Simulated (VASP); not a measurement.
Here is a VASP 6.6.1 calculation.

File INCAR:

```
SYSTEM = Ge
  ALGO = Normal
  EDIFF = 1E-6
  ENCUT = 520
  ISIF = 2
  ISMEAR = -1
  LASPH = .TRUE.
  LCHARG = .FALSE.
  LREAL = .FALSE.
  LWAVE = .FALSE.
  NBANDS = 21
  NELM = 80
  PREC = Accurate
  SIGMA = 0.05
```

Contents of KPOINTS:

```
k-points
0
G
  10 10 6
  0 0 0
```

File POSCAR:

```
Ge
1.0
    1.4979078673     -2.6118734857      0.0000000000
    1.4979078673      2.6118734857      0.0000000000
    0.0000000000      0.0000000000      4.7589052838
Ge
2
Direct
    0.3334466300      0.6665533700      0.2500000000
    0.6665533700      0.3334466300      0.7500000000
```

Potentials or basis: VASP PAW LDA potentials, release 64 (Ge_d).

The run is started by

```sh
$ cat potpaw_LDA.64/Ge_d/POTCAR > POTCAR
$ mpirun -np 1 vasp_std > vasp.out
```

Estimate the pressure.

-2.7 GPa.

What does it give for the band gap on the k mesh?

Zero (band 14 reaches 13.10 eV, above the bottom of band 15 at 4.41 eV).

Stress tensor (GPa, compression positive):
```
-3.50  0.00  0.00
 0.00 -3.36  0.00
 0.00  0.00 -1.29
```
